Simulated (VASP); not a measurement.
Here is a VASP 6.6.1 calculation.

File INCAR:

```
PREC = Accurate ; ENCUT = 520
EDIFF = 1E-6 ; ISMEAR = 0
SIGMA = 0.02 ; LREAL = F
LASPH = T ; NELM = 80
ALGO = Normal ; ISIF = 2
LWAVE = F ; LCHARG = F
GGA = PE ; NBANDS = 18
```

KPOINTS

```
Automatic mesh
0
Gamma
  8 1 6
```

File POSCAR:

```
P
1.0
    3.4022130975      0.0000000000      0.0000000000
    0.0000000000     35.9088537013      0.0000000000
    0.0000000000      0.0000000000      4.5200363318
P
4
Direct
    0.0000000000      0.9705743070      0.5866631245
    0.0000000000      0.0294256930      0.4133368755
    0.5000000000      0.0294256930      0.0866631245
    0.5000000000      0.9705743070      0.9133368755
```

Potentials or basis: VASP PAW PBE potentials, release 64 (P).

The run is started by

```sh
$ cat potpaw_PBE.64/P/POTCAR > POTCAR
$ mpirun -np 1 vasp_std > vasp.out
```

Question: What does it give for the largest force?

Answer: 0.046 eV/Å.

Question: Predict the band gap on the k mesh.

Answer: 0.99 eV.

Forces on the atoms (eV/Å):
```
P    0.000  0.037  0.028
P    0.000 -0.037 -0.028
P    0.000 -0.037  0.028
P    0.000  0.037 -0.028
```
